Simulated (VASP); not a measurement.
Set up this calculation in VASP 6.6.1, as the native input.

| Property | Result |
| --- | --- |
| Task | relaxation of cell and atoms |
| Functional | PBE |
| Potentials or basis | VASP PAW PBE potentials, release 64 (Y_sv, Al, N) |
| Cutoff | 600 eV |
| k mesh | 4 × 4 × 4 |
| Occupations | gaussian, width 0.1 eV |
| Spin | no spin polarisation |
| Dipole correction | no |
| Further INCAR settings | ALGO = Normal; EDIFF = 1e-07; IBRION = 2; EDIFFG = -0.04; NSW = 90; ISIF = 3 |

The structure of YAl3N4 lies in POSCAR:

```
YAl3N4
1.0
    4.8166802000      0.0000000000      0.0000000000
    0.0000000000      4.8166802000      0.0000000000
    0.0000000000      0.0000000000      4.8166802000
Y Al N
1 3 4
Direct
    0.0000000000      0.0000000000      0.0000000000
    0.0000000000      0.5000000000      0.5000000000
    0.5000000000      0.0000000000      0.5000000000
    0.5000000000      0.5000000000      0.0000000000
    0.2500000000      0.2500000000      0.7500000000
    0.2500000000      0.7500000000      0.2500000000
    0.7500000000      0.2500000000      0.2500000000
    0.7500000000      0.7500000000      0.7500000000
```

One way to write it, as run:

INCAR

```
SYSTEM = YAl3N4
PREC     = Accurate       ! precision mode
ENCUT    = 600            ! plane-wave cutoff, eV
EDIFF    = 1E-7           ! SCF threshold, eV
ISMEAR   = 0              ! smearing method
SIGMA    = 0.1            ! smearing width, eV
LREAL    = .False.        ! projectors in reciprocal space
LASPH    = .True.         ! aspherical terms in the spheres
NELM     = 100            ! most SCF steps
ALGO     = Normal         ! electronic algorithm
ISIF     = 3              ! what is computed and relaxed
LWAVE    = .False.        ! write WAVECAR
LCHARG   = .False.        ! write CHGCAR
GGA      = PE             ! functional
IBRION   = 2              ! ionic algorithm
NSW      = 90             ! ionic steps
EDIFFG   = -0.04          ! ionic threshold
```

KPOINTS

```
Automatic mesh
0
Gamma
  4 4 4
  0 0 0
```

Potentials or basis: VASP PAW PBE potentials, release 64 (Y_sv, Al, N).

Launch:

```console
$ cat potpaw_PBE.64/Y_sv/POTCAR potpaw_PBE.64/Al/POTCAR potpaw_PBE.64/N/POTCAR > POTCAR
$ mpirun -np 1 vasp_std > vasp.out
```

Results of the run:

```yaml
Relaxed_volume: 12.36 Å³/atom
Relaxed_cell: a = 4.624 Å, b = 4.624 Å, c = 4.624 Å, α = 90.00°, β = 90.00°, γ = 90.00°
Space_group_after_relaxing_to_0.1_Å: P-43m (No. 215)
Energy_gained_by_relaxing: 241.1 meV/atom
Ionic_steps: 4
Pressure_after_relaxing: 0.5 GPa
Band_gap_on_the_k_mesh: 2.35 eV (least direct gap 3.08 eV)
```

It took 3.7 min on 1 thread of Intel Xeon 8259CL, with other jobs on the host, peak memory 0.27 GiB.
